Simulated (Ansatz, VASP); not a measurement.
**Two plane-wave programs on AlAs**

```xyz
2
Lattice="0.0000 2.8177 2.8177 2.8177 0.0000 2.8177 2.8177 2.8177 0.0000" Properties=species:S:1:pos:R:3 pbc="T T T"
Al    0.0000    0.0000    0.0000
As    1.4088    1.4088    1.4088
```

Alike in both runs: functional revPBE; dispersion D3(BJ); k mesh 6 × 6 × 6; no spin polarisation.

Ansatz relaxed the structure, and its values are those at the end. VASP's run is a single point on that final structure, the one shown.

|  | VASP | Ansatz |
| --- | --- | --- |
| version | VASP 6.6.1 | Ansatz 0.2.0 |
| potentials or method | VASP PAW PBE potentials, release 64 (Al, As), cutoff 500 eV | plane waves, PAW |
| occupations | gaussian, width 0.01 eV | fixed |
| valence electrons in the cell | 8 | 18 |

```csv
,VASP,Ansatz,Ansatz less VASP
pressure (GPa),0.1,0.0,-0.13
```

VASP's potentials were made for PBE, not for revPBE. VASP's potentials hold 8 valence electrons a cell and Ansatz's 18, so a difference there can come from the potentials and not from the codes.
